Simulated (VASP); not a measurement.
Here is a VASP 6.6.1 calculation.

File INCAR:

```
ALGO = Normal
EDIFF = 1E-6
ENCUT = 520
GGA = PS
ISIF = 2
ISMEAR = -1
LASPH = True
LCHARG = True
LELF = True
LREAL = False
LVHAR = True
LWAVE = False
NBANDS = 32
NELM = 100
PREC = Accurate
SIGMA = 0.1
```

File KPOINTS:

```
k-points
0
Gamma
  10 10 5
```

File POSCAR:

```
CaZn2Re2
1.0
    3.9910650000      0.0000000000      0.0000000000
   -1.9955330000      3.4563650000      0.0000000000
    0.0000000000      0.0000000000      6.7077940000
Zn Ca Re
2 1 2
Direct
    0.3333000000      0.6667000000      0.6307000000
    0.6667000000      0.3333000000      0.3693000000
    0.0000000000      0.0000000000      0.0000000000
    0.3333000000      0.6667000000      0.2571000000
    0.6667000000      0.3333000000      0.7429000000
```

Potentials or basis: VASP PAW PBE potentials, release 64 (Zn, Ca_sv, Re).

Run with:

```bash
$ cat potpaw_PBE.64/Zn/POTCAR potpaw_PBE.64/Ca_sv/POTCAR potpaw_PBE.64/Re/POTCAR > POTCAR
$ mpirun -np 1 vasp_std > vasp.out
```

(1) Estimate the band gap on the k mesh.

(2) What does it give for the pressure?

## Answers

(1) zero (bands 24 and 25 overlap by 0.52 eV).

(2) 7.5 GPa.

Caveat: the cell stands under pressure; the PAW data sets were made with another functional, which shifts forces and pressure a little; spin-orbit coupling is left out, which moves the levels of the heavy elements.
